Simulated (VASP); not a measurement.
# NbP (P6_3/mmc) in VASP: settings compared

The runs below take NbP through relaxation of shape and atoms at fixed volume, single point, with PBE, r2SCAN.

Program: VASP 6.6.1. These are calculated values, not measurements. Logs are shortened: lines on timing, memory, paths and dates and some standing lists are left out, and cuts for length are marked.

## (1) The cell of the first run

Symmetry: P6_3/mmc, No. 194, hexagonal system. The conventional cell has a = 3.406 Å, b = 3.406 Å, c = 6.814 Å, α = 90.00°, β = 90.00°, γ = 120.00°. Within 3.5 Å of Nb (site symmetry -3m) lie 6 P at 2.60 Å and 8 Nb at 3.41 Å. P (site symmetry -6m2) has 6 Nb at 2.60 Å and 6 P at 3.41 Å within 3.5 Å.

## (2) Relaxation of shape and atoms at fixed volume, PBE (17.11 Å³/atom)

Contents of INCAR:

```
ALGO = Normal
EDIFF = 1E-7
EDIFFG = -0.01
ENCUT = 500
GGA = PE
GGA_COMPAT = False
IBRION = 2
ISIF = 4
ISMEAR = 0
LASPH = True
LCHARG = False
LREAL = False
LWAVE = False
NELM = 120
NELMIN = 4
NSW = 60
PREC = Accurate
SIGMA = 0.05
```

Contents of KPOINTS:

```
k-points
0
Gamma
  10 10 8
```

Contents of POSCAR:

```
NbP
1.0
    3.4057412668      0.0000000000      0.0000000000
   -1.7028706334      2.9494584557      0.0000000000
    0.0000000000      0.0000000000      6.8139909445
Nb P
2 2
Direct
    0.0000000000      0.0000000000      0.0000000000
    0.0000000000      0.0000000000      0.5000000000
    0.3333333333      0.6666666667      0.2500000000
    0.6666666667      0.3333333333      0.7500000000
```

Potentials or basis: VASP PAW PBE potentials, release 64 (Nb_sv, P).

The run is started by

```
$ cat potpaw_PBE.64/Nb_sv/POTCAR potpaw_PBE.64/P/POTCAR > POTCAR
$ mpirun -np 1 vasp_std > vasp.out
```

OUTCAR:

```text
EDIFF = 1E-7
   EDIFFG = -0.01
   ENCUT = 500
   GGA = PE
   IBRION = 2
   ISIF = 4
   ISMEAR = 0
   LASPH = True
   LREAL = False
   NELM = 120
   NELMIN = 4
   NSW = 60
   PREC = Accurate

 ion  position               nearest neighbor table
   1  0.000  0.000  0.000-   3 2.60   4 2.60   3 2.60   4 2.60   4 2.60   3 2.60
   2  0.000  0.000  0.500-   3 2.60   4 2.60   3 2.60   4 2.60   4 2.60   3 2.60
   3  0.333  0.667  0.250-   1 2.60   2 2.60   1 2.60   2 2.60   1 2.60   2 2.60
   4  0.667  0.333  0.750-   1 2.60   2 2.60   1 2.60   2 2.60   1 2.60   2 2.60

  LATTYP: Found a hexagonal cell.
 ALAT       =     3.4057412668
 C/A-ratio  =     2.0007365242

  Lattice vectors:

 A1 = (   3.4057412668,   0.0000000000,   0.0000000000)
 A2 = (  -1.7028706334,   2.9494584557,   0.0000000000)
 A3 = (   0.0000000000,   0.0000000000,   6.8139909445)

Analysis of symmetry for initial positions (statically):
=====================================================================
 Subroutine PRICEL returns:
 Original cell was already a primitive cell.

 Routine SETGRP: Setting up the symmetry group for a
 hexagonal supercell.

 Subroutine GETGRP returns: Found 24 space group operations
 (whereof 12 operations were pure point group operations)
 out of a pool of 24 trial point group operations.

The static configuration has the point symmetry D_3d.
 The point group associated with its full space group is D_6h.

Analysis of symmetry for dynamics (positions and initial velocities):
=====================================================================
 Subroutine PRICEL returns:
 Original cell was already a primitive cell.

 Routine SETGRP: Setting up the symmetry group for a
 hexagonal supercell.

 Subroutine GETGRP returns: Found 24 space group operations
 (whereof 12 operations were pure point group operations)
 out of a pool of 24 trial point group operations.

The dynamic configuration has the point symmetry D_3d.
 The point group associated with its full space group is D_6h.

 Subroutine INISYM returns: Found 24 space group operations
 (whereof 12 operations are pure point group operations),
 and found     1 'primitive' translations

----------------------------------------------------------------------------------------

                                     Primitive cell

  volume of cell :      68.4472

  direct lattice vectors                    reciprocal lattice vectors
     3.405741267  0.000000000  0.000000000     0.293621835  0.169522645  0.000000000
    -1.702870633  2.949458456  0.000000000     0.000000000  0.339045291  0.000000000
     0.000000000  0.000000000  6.813990945     0.000000000  0.000000000  0.146756872

  length of vectors
     3.405741267  3.405741267  6.813990945     0.339045291  0.339045291  0.146756872

  position of ions in fractional coordinates (direct lattice)
     0.000000000  0.000000000  0.000000000
     0.000000000  0.000000000  0.500000000
     0.333333333  0.666666667  0.250000000
     0.666666667  0.333333333  0.750000000

  ion indices of the primitive-cell ions
   primitive index   ion index
                 1           1
                 2           2
                 3           3
                 4           4

----------------------------------------------------------------------------------------

 KPOINTS: k-points

Automatic generation of k-mesh.
 Grid dimensions read from file:
 generate k-points for:   10   10    8

 Generating k-lattice:

  Cartesian coordinates                     Fractional coordinates (reciprocal lattice)
     0.029362183  0.016952265  0.000000000     0.100000000  0.000000000  0.000000000
     0.000000000  0.033904529  0.000000000     0.000000000  0.100000000  0.000000000
     0.000000000  0.000000000  0.018344609     0.000000000  0.000000000  0.125000000

  Length of vectors
     0.033904529  0.033904529  0.018344609

  Shift w.r.t. Gamma in fractional coordinates (k-lattice)
     0.000000000  0.000000000  0.000000000

 Subroutine IBZKPT returns following result:
 ===========================================

 Found     70 irreducible k-points:

 Following reciprocal coordinates:
            Coordinates               Weight
  0.000000  0.000000  0.000000      1.000000
  0.100000  0.000000  0.000000      6.000000
  0.200000  0.000000  0.000000      6.000000
  0.300000  0.000000  0.000000      6.000000
  0.400000  0.000000  0.000000      6.000000
  0.500000 -0.000000  0.000000      3.000000
[... 16 lines left out ...]
  0.300000  0.100000  0.125000     24.000000
  0.400000  0.100000  0.125000     24.000000
 [... further k-points ...]
   k-points           NKPTS =     70   k-points in BZ     NKDIM =     70   number of bands    NBANDS=     22
   number of dos      NEDOS =    301   number of ions     NIONS =      4
   total plane-waves  NPLWV =  39200
   dimension x,y,z NGX =    28 NGY =   28 NGZ =   50
   dimension x,y,z NGXF=    56 NGYF=   56 NGZF=  100
   ions per type =               2   2
   NGX,Y,Z   is equivalent  to a cutoff of  13.67, 13.67, 12.20 a.u.
   NGXF,Y,Z  is equivalent  to a cutoff of  27.34, 27.34, 24.40 a.u.
 SYSTEM =  unknown system
   PREC   = accura    normal or accurate (medium, high low for compatibility)
   ISTART =      0    job   : 0-new  1-cont  2-samecut
   ICHARG =      2    charge: 1-file 2-atom 10-const
   ISPIN  =      1    spin polarized calculation?
   LNONCOLLINEAR =      F non collinear calculations
   LSORBIT =      F    spin-orbit coupling
   LASPH  =      T    aspherical Exc in radial PAW
   ENCUT  =  500.0 eV  36.75 Ry    6.06 a.u.   6.21  6.21 12.42*2*pi/ulx,y,z
   NELM   =    120;   NELMIN=  4; NELMDL= -5     # of ELM steps
   EDIFF  = 0.1E-06   stopping-criterion for ELM
   LREAL  =      F    real-space projection
   EDIFFG = -.1E-01   stopping-criterion for IOM
   NSW    =     60    number of steps for IOM
   IBRION =      2    ionic relax: 0-MD 1-quasi-New 2-CG
   NFREE  =      1    steps in history (QN), initial steepest desc. (CG)
   ISIF   =      4    stress and relaxation
   ISYM   =      2    0-nonsym 1-usesym 2-fastsym
   POTIM  = 0.5000    time-step for ionic-motion
   TEBEG  =    0.0;   TEEND  =   0.0 temperature during run
   PSTRESS=    0.0 pullay stress
   NELECT =      36.0000    total number of electrons
   NUPDOWN=      -1.0000    fix difference up-down
   EMIN   =  10.00;   EMAX   =-10.00  energy-range for DOS
   EFERMI =   0.00;   METHOD = LEGACY
   ISMEAR =     0;   SIGMA  =   0.05  broadening in eV -4-tet -1-fermi 0-gaus
   EFERMI_NEDOS =   21; number of points for ismear=-14 and -15
   IALGO  =     38    algorithm
   IMIX   =      4    mixing-type and parameters
     AMIX     =   0.40;   BMIX     =  1.00
     AMIX_MAG =   1.60;   BMIX_MAG =  1.00
  volume/ion in A,a.u.               =      17.11       115.48
  Fermi-wavevector in a.u.,A,eV,Ry     =   1.321470  2.497215 23.759607  1.746282
  Thomas-Fermi vector in A             =   2.451221
   LORBIT       =      0    0 simple, 1 ext, 2 COOP (PROOUT), +10 PAW based schemes
   GGA     = PE    functional components
   LHFCALC =     F    Hartree Fock is set to
   AEXX    =    0.0000 exact exchange contribution
   IVDW    =     0    specifies the selected vdW correction
   LEPSILON=     F    determine dielectric tensor
   LRPA    =     F    only Hartree local field effects (RPA)
 conjugate gradient relaxation of ions
 non-spin polarized calculation
 Gauss-broadening in eV      SIGMA  =   0.05
  energy-cutoff  :      500.00
  volume of cell :       68.45
 maximum number of plane-waves:      1765
 NGX is ok and might be reduce to    28
   NGX = 13   NGY = 13   NGZ = 25

--------------------------------------- Ionic step        1  -------------------------------------------

 number of electron      35.9999999 magnetization

 Free energy of the ion-electron system (eV)
  ---------------------------------------------------
  ext. energy  EPLUGINS =         0.00000000
  ---------------------------------------------------
  free energy    TOTEN  =       -34.92035216 eV

  energy without entropy =      -34.91715467  energy(sigma->0) =      -34.91875341

------------------------ aborting loop because EDIFF is reached ----------------------------------------

  FORCE on cell =-STRESS in cart. coord.  units (eV):
  Direction    XX          YY          ZZ          XY          YZ          ZX
  --------------------------------------------------------------------------------------
  -------------------------------------------------------------------------------------
  Total       -4.4944393     -4.4944393     -5.0677115      0.0000000      0.0000000      0.0000000
  in kB     -105.2036026   -105.2036026   -118.6224735      0.0000000      0.0000000      0.0000000
  external PRESSURE =    -109.6765596 kB  Pullay stress =       0.0000000 kB

 VOLUME and BASIS-vectors are now :
 -----------------------------------------------------------------------------
  energy-cutoff  :      500.00
  volume of cell :       68.45
      direct lattice vectors                 reciprocal lattice vectors
     3.405741267  0.000000000  0.000000000     0.293621835  0.169522645  0.000000000
    -1.702870633  2.949458456  0.000000000     0.000000000  0.339045291  0.000000000
     0.000000000  0.000000000  6.813990945     0.000000000  0.000000000  0.146756872
[... 39 lines left out ...]
 POSITION                                       TOTAL-FORCE (eV/Angst)
 -----------------------------------------------------------------------------------
      0.00000      0.00000      6.78262        -0.000000      0.000000      0.000000
      0.00000      0.00000      3.39131        -0.000000      0.000000      0.000000
     -0.00000      1.97085      1.69565        -0.000000      0.000000     -0.000000
      1.70680      0.98542      5.08696         0.000000     -0.000000     -0.000000
 -----------------------------------------------------------------------------------
    total drift:                               -0.000000      0.000000      0.000000

  FREE ENERGIE OF THE ION-ELECTRON SYSTEM (eV)
  ---------------------------------------------------
  free  energy   TOTEN  =       -34.9219565167 eV

  energy  without entropy=      -34.9191536851  energy(sigma->0) =      -34.92055510

--------------------------------------- Ionic step        3  -------------------------------------------

 number of electron      35.9999998 magnetization

 Free energy of the ion-electron system (eV)
  ---------------------------------------------------
  ext. energy  EPLUGINS =         0.00000000
  ---------------------------------------------------
  free energy    TOTEN  =       -34.92202000 eV

  energy without entropy =      -34.91927720  energy(sigma->0) =      -34.92064860

 E-fermi :   9.8470     XC(G=0): -11.6859

 val. band max:        9.8389046525   @ k =   0.1000   0.0000   0.5000
 cond. band min:       9.8610618640   @ k =   0.0000   0.0000   0.2500
 fundamental gap:      0.0221572115
 Fermi energy:         9.8469864872

 k-point     1 :       0.0000    0.0000    0.0000
  band No.  band energies     occupation
      1     -45.2829      2.00000
      2     -45.2679      2.00000
      3     -21.4981      2.00000
      4     -21.2583      2.00000
      5     -21.2250      2.00000
      6     -21.2250      2.00000
[... 14 lines left out ...]
     21      10.8157      0.00000
     22      11.4746      0.00000
[... 552 lines left out ...]
  band No.  band energies     occupation
      1     -45.2571      2.00000
      2     -45.2440      2.00000
      3     -21.4935      2.00000
      4     -21.4577      2.00000
      5     -21.4235      2.00000
      6     -21.3056      2.00000
[... 14 lines left out ...]
     21      12.3216      0.00000
     22      12.6165      0.00000

 [... further k-points ...]

------------------------ aborting loop because EDIFF is reached ----------------------------------------

  FORCE on cell =-STRESS in cart. coord.  units (eV):
  Direction    XX          YY          ZZ          XY          YZ          ZX
  --------------------------------------------------------------------------------------
  -------------------------------------------------------------------------------------
  Total       -4.5783084     -4.5783084     -4.5840522      0.0000000     -0.0000000      0.0000000
  in kB     -107.1667704   -107.1667704   -107.3012173      0.0000000     -0.0000000      0.0000000
  external PRESSURE =    -107.2115860 kB  Pullay stress =       0.0000000 kB

 VOLUME and BASIS-vectors are now :
 -----------------------------------------------------------------------------
  energy-cutoff  :      500.00
  volume of cell :       68.45
      direct lattice vectors                 reciprocal lattice vectors
     3.415411199  0.000000000  0.000000000     0.292790514  0.169042682  0.000000000
    -1.707705600  2.957832863  0.000000000     0.000000000  0.338085364  0.000000000
     0.000000000  0.000000000  6.775461144     0.000000000  0.000000000  0.147591430

 POSITION                                       TOTAL-FORCE (eV/Angst)
 -----------------------------------------------------------------------------------
      0.00000      0.00000      0.00000         0.000000      0.000000     -0.000000
      0.00000      0.00000      3.38773         0.000000      0.000000     -0.000000
     -0.00000      1.97189      1.69387        -0.000000      0.000000     -0.000000
      1.70771      0.98594      5.08160         0.000000     -0.000000      0.000000
 -----------------------------------------------------------------------------------
    total drift:                               -0.000000      0.000000      0.000000

  FREE ENERGIE OF THE ION-ELECTRON SYSTEM (eV)
  ---------------------------------------------------
  free  energy   TOTEN  =       -34.9220199969 eV

  energy  without entropy=      -34.9192771978  energy(sigma->0) =      -34.92064860

 reached required accuracy - stopping structural energy minimisation
```

Wall time 5 min (1 thread of Intel Xeon 8259CL, shared host); peak memory 0.25 GiB.

Results:

| Item | Value |
| --- | --- |
| Free energy | -34.9220 eV |
| Energy gained by relaxing | 0.4 meV/atom |
| Ionic steps | 3 |
| Pressure after relaxing | -10.7 GPa |
| Band gap on the k mesh | zero (bands 18 and 19 overlap by 0.44 eV) |

The path:
```csv
step,energy change (eV),largest force (eV/Å),pressure (GPa),volume (Å³)
1,0.0000,0.0000,-10.97,68.45
2,-0.0016,0.0000,-10.77,68.45
3,-0.0017,0.0000,-10.72,68.45
```

Final structure:
```
Nb P
1.0
     3.41541    0.00000    0.00000
    -1.70771    2.95783    0.00000
     0.00000    0.00000    6.77546
Nb P
2 2
Direct
  0.00000 0.00000 0.00000
  0.00000 0.00000 0.50000
  0.33333 0.66667 0.25000
  0.66667 0.33333 0.75000
```

(Continued in part 2 of 2.)
